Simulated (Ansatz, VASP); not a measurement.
## Ag: VASP beside Ansatz

```
Ag
1.0
     3.02492    0.00000    0.00000
    -1.51246    2.61966    0.00000
     0.00000    0.00000    9.85042
Ag
4
Direct
  0.33333 0.66667 0.25000
  0.66667 0.33333 0.75000
  0.00000 0.00000 0.00000
  0.00000 0.00000 0.50000
```

Change from the starting cell: strain +0.030 along x and y, +0.030 along z, atoms carried along.

Alike in both runs: task single point; functional PBE; k mesh 18 × 18 × 6; occupations gaussian, width 0.15 eV; no spin polarisation.

|  | VASP | Ansatz |
| --- | --- | --- |
| version | VASP 6.6.1 | Ansatz 0.2.0 |
| potentials or method | VASP PAW PBE potentials, release 64 (Ag), cutoff 520 eV | scalar-relativistic, plane waves, PAW |
| valence electrons in the cell | 44 | 76 |

|  | VASP | Ansatz | Ansatz less VASP |
| --- | --- | --- | --- |
| gap on the k mesh at the Fermi level (eV) | none | none | - |
| pressure (GPa) | -6.2 | -6.2 | 0.00 |
| traceless stress, the component that is largest in VASP (GPa) | 0.16 | 0.16 | 0.000 |

A gap of «none» marks a metal or a gap that the smearing closes. VASP's potentials hold 44 valence electrons a cell and Ansatz's 76, so a difference there can come from the potentials and not from the codes.
